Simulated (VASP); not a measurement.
# LiSe4 (P-1) in VASP: single point with PBE

Aim: the single point of LiSe4 with PBE.

All numbers are computed with VASP 6.6.1; they aren't measurements. Logs are shortened: lines on timing, memory, paths and dates and some standing lists are left out, and cuts for length are marked.

## 1. The cell of the first run

The typed cell holds 5 atoms: a = 3.852 Å, b = 3.850 Å, c = 8.200 Å, α = 89.72°, β = 89.91°, γ = 92.33°.

The cell was generated, and may not be a known phase.

## 2. Single point, PBE

The input, INCAR:

```
SYSTEM = LiSe4
PREC = Accurate
ENCUT = 520
EDIFF = 1E-6
ISMEAR = 0
SIGMA = 0.1
LREAL = .FALSE.
LASPH = .TRUE.
NELM = 100
ALGO = Normal
ISIF = 2
LWAVE = .FALSE.
LCHARG = .FALSE.
GGA = PE
NBANDS = 22
```

The input, KPOINTS:

```
Automatic mesh
0
G
  6 6 4
  0 0 0
```

The input, POSCAR:

```
LiSe4
1.0
    3.8512521051     -0.0477238079      0.0028622249
   -0.1088423254      3.8468821521      0.1101529743
    0.0042648163     -0.1942819535      8.1972432815
Li Se
1 4
Direct
    0.4999688869      0.0001209915      0.7500597921
    0.5007792315      0.5002574572      0.4973172842
    0.4991482665      0.4999924927      0.0027952105
    0.0009301112      0.9999425439      0.4973204433
   -0.0009885261      0.0002964747      0.0027932699
```

Potentials or basis: VASP PAW PBE potentials, release 64 (Li_sv, Se).

The run is started by

```
$ cat potpaw_PBE.64/Li_sv/POTCAR potpaw_PBE.64/Se/POTCAR > POTCAR
$ mpirun -np 1 vasp_std > vasp.out
```

OUTCAR:

```text
SYSTEM = LiSe4
   PREC = Accurate
   ENCUT = 520
   EDIFF = 1E-6
   ISMEAR = 0
   LREAL = .FALSE.
   LASPH = .TRUE.
   NELM = 100
   ISIF = 2
   GGA = PE

 ion  position               nearest neighbor table
   1  0.500  0.000  0.750-
   2  0.501  0.500  0.497-   4 2.67   4 2.67   4 2.78   4 2.78
   3  0.499  0.500  0.003-   5 2.67   5 2.67   5 2.78   5 2.78
   4  0.001  1.000  0.497-   2 2.67   2 2.67   2 2.78   2 2.78
   5  0.999  0.000  0.003-   3 2.67   3 2.67   3 2.78   3 2.78

  LATTYP: Found a triclinic cell.
 ALAT       =     3.8499977431
 B/A-ratio  =     1.3854663510
 C/A-ratio  =     3.5906574193
 COS(alpha) =     0.0024461504
 COS(beta)  =     0.5825543815
 COS(gamma) =     0.6924423233

  Lattice vectors:

 A1 = (   0.1088423254,  -3.8468821521,  -0.1101529743)
 A2 = (  -3.7424097797,  -3.7991583442,  -0.1130151992)
 A3 = (   7.9159240447,  -7.5949299665,  -8.4118247803)

Analysis of symmetry for initial positions (statically):
=====================================================================
 Subroutine PRICEL returns:
 Original cell was already a primitive cell.

 Routine SETGRP: Setting up the symmetry group for a
 triclinic supercell.

 Subroutine GETGRP returns: Found  1 space group operations
 (whereof  1 operations were pure point group operations)
 out of a pool of  2 trial point group operations.

The static configuration has the point symmetry C_1 .

Analysis of symmetry for dynamics (positions and initial velocities):
=====================================================================
 Subroutine PRICEL returns:
 Original cell was already a primitive cell.

 Routine SETGRP: Setting up the symmetry group for a
 triclinic supercell.

 Subroutine GETGRP returns: Found  1 space group operations
 (whereof  1 operations were pure point group operations)
 out of a pool of  2 trial point group operations.

The dynamic configuration has the point symmetry C_1 .

 Subroutine INISYM returns: Found  1 space group operations
 (whereof  1 operations are pure point group operations),
 and found     1 'primitive' translations

----------------------------------------------------------------------------------------

                                     Primitive cell

[... 88 lines left out ...]
   ISTART =      0    job   : 0-new  1-cont  2-samecut
   ICHARG =      2    charge: 1-file 2-atom 10-const
   ISPIN  =      1    spin polarized calculation?
   LNONCOLLINEAR =      F non collinear calculations
   LSORBIT =      F    spin-orbit coupling
   LASPH  =      T    aspherical Exc in radial PAW
   ENCUT  =  520.0 eV  38.22 Ry    6.18 a.u.   7.16  7.16 15.25*2*pi/ulx,y,z
   NELM   =    100;   NELMIN=  2; NELMDL= -5     # of ELM steps
   EDIFF  = 0.1E-05   stopping-criterion for ELM
   LREAL  =      F    real-space projection
   EDIFFG = 0.1E-04   stopping-criterion for IOM
   NSW    =      0    number of steps for IOM
   IBRION =     -1    ionic relax: 0-MD 1-quasi-New 2-CG
   NFREE  =      0    steps in history (QN), initial steepest desc. (CG)
   ISIF   =      2    stress and relaxation
   ISYM   =      2    0-nonsym 1-usesym 2-fastsym
   POTIM  = 0.5000    time-step for ionic-motion
   TEBEG  =    0.0;   TEEND  =   0.0 temperature during run
   PSTRESS=    0.0 pullay stress
   NELECT =      27.0000    total number of electrons
   NUPDOWN=      -1.0000    fix difference up-down
   EMIN   =  10.00;   EMAX   =-10.00  energy-range for DOS
   EFERMI =   0.00;   METHOD = LEGACY
   ISMEAR =     0;   SIGMA  =   0.10  broadening in eV -4-tet -1-fermi 0-gaus
   EFERMI_NEDOS =   21; number of points for ismear=-14 and -15
   IALGO  =     38    algorithm
   IMIX   =      4    mixing-type and parameters
     AMIX     =   0.40;   BMIX     =  1.00
     AMIX_MAG =   1.60;   BMIX_MAG =  1.00
  volume/ion in A,a.u.               =      24.30       163.96
  Fermi-wavevector in a.u.,A,eV,Ry     =   0.991644  1.873935 13.379392  0.983358
  Thomas-Fermi vector in A             =   2.123400
   LORBIT       =      0    0 simple, 1 ext, 2 COOP (PROOUT), +10 PAW based schemes
   GGA     = PE    functional components
   LHFCALC =     F    Hartree Fock is set to
   AEXX    =    0.0000 exact exchange contribution
   IVDW    =     0    specifies the selected vdW correction
   LEPSILON=     F    determine dielectric tensor
   LRPA    =     F    only Hartree local field effects (RPA)
 non-spin polarized calculation
 Gauss-broadening in eV      SIGMA  =   0.10
  energy-cutoff  :      520.00
  volume of cell :      121.48
 maximum number of plane-waves:      3297
 NGX is ok and might be reduce to    30
   NGX = 15   NGY = 15   NGZ = 31

 number of electron      27.0000002 magnetization

 Free energy of the ion-electron system (eV)
  ---------------------------------------------------
  ext. energy  EPLUGINS =         0.00000000
  ---------------------------------------------------
  free energy    TOTEN  =       -17.05416635 eV

  energy without entropy =      -17.03784242  energy(sigma->0) =      -17.04600439

 E-fermi :   2.3972     XC(G=0):  -8.7255

 val. band max:        2.3914216087   @ k =  -0.0000   0.3333   0.0000
 cond. band min:       2.4013723308   @ k =  -0.0000   0.3333   0.5000
 fundamental gap:      0.0099507220
 Fermi energy:         2.3971800110

 k-point     1 :       0.0000    0.0000    0.0000
  band No.  band energies     occupation
      1     -43.5395      2.00000
      2     -12.6213      2.00000
      3     -12.4850      2.00000
      4      -7.3341      2.00000
      5      -7.2096      2.00000
      6      -2.2124      2.00000
[... 589 lines left out ...]
     21      10.6702      0.00000
     22      10.8307      0.00000

 [... further k-points ...]
[... 5 lines left out ...]
  --------------------------------------------------------------------------------------
  -------------------------------------------------------------------------------------
  Total        0.0293345      0.0334171      0.1179322     -0.0066475     -0.0138134     -0.0000780
  in kB        0.3868734      0.4407158      1.5553278     -0.0876699     -0.1821752     -0.0010289
  external PRESSURE =       0.7943056 kB  Pullay stress =       0.0000000 kB

 VOLUME and BASIS-vectors are now :
 -----------------------------------------------------------------------------
  energy-cutoff  :      520.00
  volume of cell :      121.48
      direct lattice vectors                 reciprocal lattice vectors
     3.851252105 -0.047723808  0.002862225     0.259746840  0.007348068  0.000039016
    -0.108842325  3.846882152  0.110152974     0.003215615  0.259865445  0.006157369
     0.004264816 -0.194281953  8.197243282    -0.000133906 -0.003494587  0.121909476

 POSITION                                       TOTAL-FORCE (eV/Angst)
 -----------------------------------------------------------------------------------
      1.92869     -0.16912      6.14987         0.000005      0.000006     -0.000035
      1.87630      1.80391      4.13317         0.002468     -0.002030      0.003696
      1.86794      1.89905      0.07942        -0.002241      0.001843     -0.003677
     -0.10313      3.75000      4.18681        -0.003000      0.003909      0.004110
      3.84742     -0.04708      0.02579         0.002768     -0.003729     -0.004094
 -----------------------------------------------------------------------------------
    total drift:                               -0.000003     -0.000008      0.000038

  FREE ENERGIE OF THE ION-ELECTRON SYSTEM (eV)
  ---------------------------------------------------
  free  energy   TOTEN  =       -17.0541663543 eV

  energy  without entropy=      -17.0378424217  energy(sigma->0) =      -17.04600439
```

stdout:

```text
POSCAR found type information on POSCAR LiSe
 POSCAR found :  2 types and       5 ions
 scaLAPACK will be used
 LDA part: xc-table for (Slater+PW92), standard interpolation
 POSCAR, INCAR and KPOINTS ok, starting setup
 FFT: planning ... GRIDC
 FFT: planning ... GRID_SOFT
 FFT: planning ... GRID
 WAVECAR not read
 entering main loop
```

It took 2.5 min on 1 thread of AMD EPYC 7R13 (Zen 3), shared host; peak memory 0.29 GiB.

Results:

```yaml
Free_energy: -17.0542 eV
Largest_force: 0.006 eV/Å
Band_gap_on_the_k_mesh: zero (an odd number of electrons rules out a gap without spin polarisation)
```

Forces on the atoms (eV/Å):
```
Li   0.000  0.000  0.000
Se   0.002 -0.002  0.004
Se  -0.002  0.002 -0.004
Se  -0.003  0.004  0.004
Se   0.003 -0.004 -0.004
```

Levels at points of the mesh, in eV from the Fermi level:
```tsv
k point	band 9	band 10	band 11	band 12	band 13	band 14	band 15	band 16	band 17	band 18
(0.00, 0.00, 0.00)	-3.70	-3.52	-3.00	0.34	1.38	2.66	2.79	3.39	3.87	4.00
(0.50, 0.00, 0.00)	-1.60	-1.58	-1.53	-1.30	-1.21	-1.06	-1.05	-0.99	-0.87	5.11
(0.00, 0.50, 0.00)	-1.61	-1.58	-1.53	-1.30	-1.21	-1.06	-1.05	-0.99	-0.88	5.11
(0.50, 0.50, 0.00)	-5.88	-2.35	-1.92	-0.86	-0.43	4.07	4.30	4.63	4.71	5.42
(0.00, 0.00, 0.50)	-3.85	-3.64	-3.59	0.76	0.89	2.71	2.75	3.91	3.96	4.04
(0.50, 0.00, 0.50)	-1.82	-1.72	-1.64	-1.53	-1.53	-1.18	-1.13	-0.97	-0.95	6.26
(0.00, 0.50, 0.50)	-1.82	-1.72	-1.64	-1.54	-1.53	-1.18	-1.13	-0.97	-0.96	6.26
(0.50, 0.50, 0.50)	-5.97	-1.87	-1.51	-1.45	-1.08	4.66	4.67	4.68	4.88	5.06
```

Caveat: the cutoff is under 1.25 times the usual one of these potentials, so pressure, stress and relaxed cells hold a basis-set (Pulay) error; an odd number of electrons without spin polarisation forces a metal; a magnetic or distorted state may lie lower.
